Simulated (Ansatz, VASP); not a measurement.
# BiO5: VASP beside Ansatz

```
Bi O
1.0
     2.49946    1.44306    4.09255
    -2.49946    1.44306    4.09255
     0.00000   -2.88612    4.09255
Bi O
1 5
Cartesian
  0.0000 0.0000 0.0000
  0.0000 -1.4431 2.0463
  1.2497 0.7215 2.0463
  -1.2497 0.7215 2.0463
  0.0000 0.0000 4.1195
  0.0000 0.0000 8.1581
```

Alike in both runs: task relaxation of cell and atoms; functional PBE; k mesh 4 × 4 × 4; occupations gaussian, width 0.2 eV; no spin polarisation.

|  | VASP | Ansatz |
| --- | --- | --- |
| version | VASP 6.6.1 | Ansatz 0.2.0 |
| potentials or method | VASP PAW PBE potentials, release 64 (Bi_d, O), cutoff 600 eV | scalar-relativistic, plane waves, PAW |
| valence electrons in the cell | 45 | 45 |

|  | VASP | Ansatz | Ansatz less VASP |
| --- | --- | --- | --- |
| gap on the k mesh at the Fermi level, each at its own relaxed structure (eV) | none | none | - |
| relaxed volume (Å³/atom) | 14.90 | 14.89 | -0.017 |
| relaxed cell length with the largest relative difference (Å) | 4.635 | 4.626 | -0.0083 |

A gap of «none» marks a metal or a gap that the smearing closes.

The k mesh is coarse, so the values compare programs but aren't converged. Spin-orbit coupling is off throughout.
